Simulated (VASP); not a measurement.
# Si3Br (Pmmn) in VASP: further runs

Si3Br is run at these levels: PBE; tasks: single point, relaxation of cell and atoms.

All numbers are computed with VASP 6.6.1; they aren't measurements. Logs are shortened: lines on timing, memory, paths and dates and some standing lists are left out, and cuts for length are marked.

### 1 The cell of the first run

The structure is orthorhombic, space group Pmmn (No. 59). The conventional cell has a = 4.691 Å, b = 6.730 Å, c = 6.249 Å, α = 90.00°, β = 90.00°, γ = 90.00°. Within 3.3 Å of Si (site symmetry m) lie 6 Si at 2.53 to 2.80 Å and 1 Br at 2.57 Å. Si (site symmetry mm2) has 6 Si at 2.53 to 2.80 Å within 3.3 Å. Br (site symmetry mm2) has 8 Si at 2.57 to 3.50 Å within 3.6 Å.

### 2 Single point, PBE

Input file INCAR:

```
SYSTEM = Si3Br
ALGO     = Normal         ! electronic algorithm
EDIFF    = 1E-6           ! SCF threshold, eV
ENCUT    = 520            ! plane-wave cutoff, eV
GGA      = PE             ! functional
ISIF     = 2              ! what is computed and relaxed
ISMEAR   = 0              ! smearing method
LASPH    = .True.         ! aspherical terms in the spheres
LCHARG   = .False.        ! write CHGCAR
LREAL    = .False.        ! projectors in reciprocal space
LWAVE    = .False.        ! write WAVECAR
NBANDS   = 29             ! bands
NELM     = 60             ! most SCF steps
PREC     = Accurate       ! precision mode
SIGMA    = 0.1            ! smearing width, eV
```

Input file KPOINTS:

```
k-points
0
Gamma
  4 4 4
  0 0 0
```

Input file POSCAR:

```
Si3Br
1.0
    4.6906486223      0.0000000000      0.0000000000
    0.0000000000      6.7303013998      0.0000000000
    0.0000000000      0.0000000000      6.2494773804
Si Br
6 2
Direct
    0.0000000000      0.1928157515      0.0515831835
    0.0000000000      0.8071842485      0.0515831835
    0.5000000000      0.6928157515      0.9484168165
    0.5000000000      0.3071842485      0.9484168165
    0.5000000000      0.0000000000      0.1804180522
    0.0000000000      0.5000000000      0.8195819478
    0.0000000000      0.0000000000      0.6962815271
    0.5000000000      0.5000000000      0.3037184729
```

Potentials or basis: VASP PAW PBE potentials, release 64 (Si, Br).

The run is started by

```bash
cat potpaw_PBE.64/Si/POTCAR potpaw_PBE.64/Br/POTCAR > POTCAR
mpirun -np 1 vasp_std > vasp.out
```

OUTCAR:

```text
SYSTEM = Si3Br
   EDIFF = 1E-6
   ENCUT = 520
   GGA = PE
   ISIF = 2
   ISMEAR = 0
   LASPH = .True.
   LREAL = .False.
   NELM = 60
   PREC = Accurate

 ion  position               nearest neighbor table
   1  0.000  0.193  0.052-   6 2.53   4 2.55   4 2.55   7 2.57   2 2.60   5 2.80   5 2.80
   2  0.000  0.807  0.052-   6 2.53   3 2.55   3 2.55   7 2.57   1 2.60   5 2.80   5 2.80
   3  0.500  0.693  0.948-   5 2.53   2 2.55   2 2.55   8 2.57   4 2.60   6 2.80   6 2.80
   4  0.500  0.307  0.948-   5 2.53   1 2.55   1 2.55   8 2.57   3 2.60   6 2.80   6 2.80
   5  0.500  0.000  0.180-   3 2.53   4 2.53   1 2.80   2 2.80   1 2.80   2 2.80
   6  0.000  0.500  0.820-   1 2.53   2 2.53   3 2.80   4 2.80   3 2.80   4 2.80
   7  0.000  0.000  0.696-   1 2.57   2 2.57
   8  0.500  0.500  0.304-   3 2.57   4 2.57

  LATTYP: Found a simple orthorhombic cell.
 ALAT       =     4.6906486223
 B/A-ratio  =     1.3323269091
 C/A-ratio  =     1.4348338453

  Lattice vectors:

 A1 = (  -4.6906486223,   0.0000000000,   0.0000000000)
 A2 = (   0.0000000000,   0.0000000000,   6.2494773804)
 A3 = (   0.0000000000,   6.7303013998,   0.0000000000)

Analysis of symmetry for initial positions (statically):
=====================================================================
 Subroutine PRICEL returns:
 Original cell was already a primitive cell.

 Routine SETGRP: Setting up the symmetry group for a
 simple orthorhombic supercell.

 Subroutine GETGRP returns: Found  8 space group operations
 (whereof  4 operations were pure point group operations)
 out of a pool of  8 trial point group operations.

The static configuration has the point symmetry C_2v.
 The point group associated with its full space group is D_2h.

Analysis of symmetry for dynamics (positions and initial velocities):
=====================================================================
 Subroutine PRICEL returns:
 Original cell was already a primitive cell.

 Routine SETGRP: Setting up the symmetry group for a
 simple orthorhombic supercell.

 Subroutine GETGRP returns: Found  8 space group operations
 (whereof  4 operations were pure point group operations)
 out of a pool of  8 trial point group operations.

The dynamic configuration has the point symmetry C_2v.
 The point group associated with its full space group is D_2h.

 Subroutine INISYM returns: Found  8 space group operations
[... 113 lines left out ...]
   IBRION =     -1    ionic relax: 0-MD 1-quasi-New 2-CG
   NFREE  =      0    steps in history (QN), initial steepest desc. (CG)
   ISIF   =      2    stress and relaxation
   ISYM   =      2    0-nonsym 1-usesym 2-fastsym
   POTIM  = 0.5000    time-step for ionic-motion
   TEBEG  =    0.0;   TEEND  =   0.0 temperature during run
   PSTRESS=    0.0 pullay stress
   NELECT =      38.0000    total number of electrons
   NUPDOWN=      -1.0000    fix difference up-down
   EMIN   =  10.00;   EMAX   =-10.00  energy-range for DOS
   EFERMI =   0.00;   METHOD = LEGACY
   ISMEAR =     0;   SIGMA  =   0.10  broadening in eV -4-tet -1-fermi 0-gaus
   EFERMI_NEDOS =   21; number of points for ismear=-14 and -15
   IALGO  =     38    algorithm
   IMIX   =      4    mixing-type and parameters
     AMIX     =   0.40;   BMIX     =  1.00
     AMIX_MAG =   1.60;   BMIX_MAG =  1.00
  volume/ion in A,a.u.               =      24.66       166.42
  Fermi-wavevector in a.u.,A,eV,Ry     =   0.945436  1.786616 12.161568  0.893850
  Thomas-Fermi vector in A             =   2.073338
   LORBIT       =      0    0 simple, 1 ext, 2 COOP (PROOUT), +10 PAW based schemes
   GGA     = PE    functional components
   LHFCALC =     F    Hartree Fock is set to
   AEXX    =    0.0000 exact exchange contribution
   IVDW    =     0    specifies the selected vdW correction
   LEPSILON=     F    determine dielectric tensor
   LRPA    =     F    only Hartree local field effects (RPA)
 non-spin polarized calculation
 Gauss-broadening in eV      SIGMA  =   0.10
  energy-cutoff  :      520.00
  volume of cell :      197.29
 maximum number of plane-waves:      5340
 NGX is ok and might be reduce to    36
   NGX = 17   NGY = 25   NGZ = 23

 number of electron      38.0000000 magnetization

 Free energy of the ion-electron system (eV)
  ---------------------------------------------------
  ext. energy  EPLUGINS =         0.00000000
  ---------------------------------------------------
  free energy    TOTEN  =       -32.12305695 eV

  energy without entropy =      -32.11336640  energy(sigma->0) =      -32.11821167

 E-fermi :   4.2459     XC(G=0):  -8.6776

 val. band max:        4.2351071030   @ k =   0.2500   0.2500   0.2500
 cond. band min:       4.3687578635   @ k =   0.5000   0.5000   0.5000
 fundamental gap:      0.1336507604
 Fermi energy:         4.2459394185

 k-point     1 :       0.0000    0.0000    0.0000
  band No.  band energies     occupation
      1     -12.1725      2.00000
      2     -11.9785      2.00000
      3      -7.3677      2.00000
      4      -5.5409      2.00000
      5      -4.7313      2.00000
      6      -2.5590      2.00000
[... 757 lines left out ...]
     28       7.6938      0.00000
     29       8.8423      0.00000

 [... further k-points ...]

------------------------ aborting loop because EDIFF is reached ----------------------------------------

  FORCE on cell =-STRESS in cart. coord.  units (eV):
  Direction    XX          YY          ZZ          XY          YZ          ZX
  --------------------------------------------------------------------------------------
  -------------------------------------------------------------------------------------
  Total       -0.0106115     -0.1137941      0.1170157      0.0000000      0.0000000      0.0000000
  in kB       -0.0861740     -0.9241002      0.9502622      0.0000000      0.0000000      0.0000000
  external PRESSURE =      -0.0200040 kB  Pullay stress =       0.0000000 kB

 VOLUME and BASIS-vectors are now :
 -----------------------------------------------------------------------------
  energy-cutoff  :      520.00
  volume of cell :      197.29
      direct lattice vectors                 reciprocal lattice vectors
     4.690648622  0.000000000  0.000000000     0.213190132  0.000000000  0.000000000
     0.000000000  6.730301400  0.000000000     0.000000000  0.148581756  0.000000000
     0.000000000  0.000000000  6.249477380     0.000000000  0.000000000  0.160013380

 POSITION                                       TOTAL-FORCE (eV/Angst)
 -----------------------------------------------------------------------------------
      0.00000      1.29771      0.32237        -0.000000     -0.004028      0.006208
      0.00000      5.43259      0.32237        -0.000000      0.004028      0.006208
      2.34532      4.66286      5.92711         0.000000     -0.004028     -0.006208
      2.34532      2.06744      5.92711         0.000000      0.004028     -0.006208
      2.34532      0.00000      1.12752         0.000000      0.000000     -0.015836
      0.00000      3.36515      5.12196         0.000000      0.000000      0.015836
      0.00000      0.00000      4.35140         0.000000      0.000000     -0.011766
      2.34532      3.36515      1.89808         0.000000      0.000000      0.011766
 -----------------------------------------------------------------------------------
    total drift:                               -0.000000      0.000000     -0.000000

  FREE ENERGIE OF THE ION-ELECTRON SYSTEM (eV)
  ---------------------------------------------------
  free  energy   TOTEN  =       -32.1230569455 eV

  energy  without entropy=      -32.1133664000  energy(sigma->0) =      -32.11821167
```

stdout:

```text
POSCAR found type information on POSCAR SiBr
 POSCAR found :  2 types and       8 ions
 scaLAPACK will be used
 LDA part: xc-table for (Slater+PW92), standard interpolation
 POSCAR, INCAR and KPOINTS ok, starting setup
 FFT: planning ... GRIDC
 FFT: planning ... GRID_SOFT
 FFT: planning ... GRID
 WAVECAR not read
 entering main loop
```

Run time: 74 s. Hardware: 1 thread of AMD EPYC 9R45 (Zen 5), shared host; peak memory 0.31 GiB.

What came out:

```yaml
Free_energy: -32.1231 eV
Pressure: 0.0 GPa
Largest_force: 0.016 eV/Å
Band_gap_on_the_k_mesh: zero (bands 19 and 20 overlap by 3.01 eV)
```

Forces in eV/Å, atoms in the order of the input:
```
Si   0.000 -0.004  0.006
Si   0.000  0.004  0.006
Si   0.000 -0.004 -0.006
Si   0.000  0.004 -0.006
Si   0.000  0.000 -0.016
Si   0.000  0.000  0.016
Br   0.000  0.000 -0.012
Br   0.000  0.000  0.012
```

(Continued in part 2 of 2.)
